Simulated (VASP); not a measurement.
Wanted: the native input for a VASP 6.6.1 run.

* Task: single point
* Functional: LDA
* Potentials or basis: VASP PAW LDA potentials, release 64 (Rb_sv, Ca_sv, H)
* Cutoff: 520 eV
* k mesh: 6 × 6 × 6
* Occupations: gaussian, width 0.05 eV
* Spin: no spin polarisation
* Dipole correction: no
* Further INCAR settings: ALGO = Normal; EDIFF = 1e-06; NBANDS = 19

The structure of RbCaH3 lies in POSCAR:

```
RbCaH3
1.0
    4.5470000000      0.0000000000      0.0000000000
    0.0000000000      4.5470000000      0.0000000000
    0.0000000000      0.0000000000      4.5470000000
Rb Ca H
1 1 3
Direct
    0.0000000000      0.0000000000      0.0687266329
    0.5000000000      0.5000000000      0.5000000000
    0.0000000000      0.5000000000      0.5000000000
    0.5000000000      0.0000000000      0.5000000000
    0.5000000000      0.5000000000      0.0000000000
```

This cell differs from its parent crystal: all Rb atoms moved +0.312 Å, as atom 1 along Cartesian [0 0 1].

The input as run:

INCAR

```
PREC = Accurate ; ENCUT = 520
EDIFF = 1E-6 ; ISMEAR = 0
SIGMA = 0.05 ; LREAL = False
LASPH = True ; NELM = 60
ALGO = Normal ; ISIF = 2
LWAVE = False ; LCHARG = False
NBANDS = 19
```

KPOINTS

```
Automatic mesh
0
Gamma
  6 6 6
```

Potentials or basis: VASP PAW LDA potentials, release 64 (Rb_sv, Ca_sv, H).

Run with:

```sh
$ cat potpaw_LDA.64/Rb_sv/POTCAR potpaw_LDA.64/Ca_sv/POTCAR potpaw_LDA.64/H/POTCAR > POTCAR
$ mpirun -np 1 vasp_std > vasp.out
```

It gave:

```json
{
  "Pressure": "-2.1 GPa",
  "Largest force": "0.276 eV/Å",
  "Band gap on the k mesh": "2.92 eV, direct"
}
```

Caveat: the cell differs from its parent crystal (all Rb atoms moved +0.312 Å, as atom 1 along Cartesian [0 0 1]).

It took 43 s on 1 thread of Intel(R) Xeon(R) Platinum 8488C (Sapphire Rapids) (shared host), peak memory 0.22 GiB.
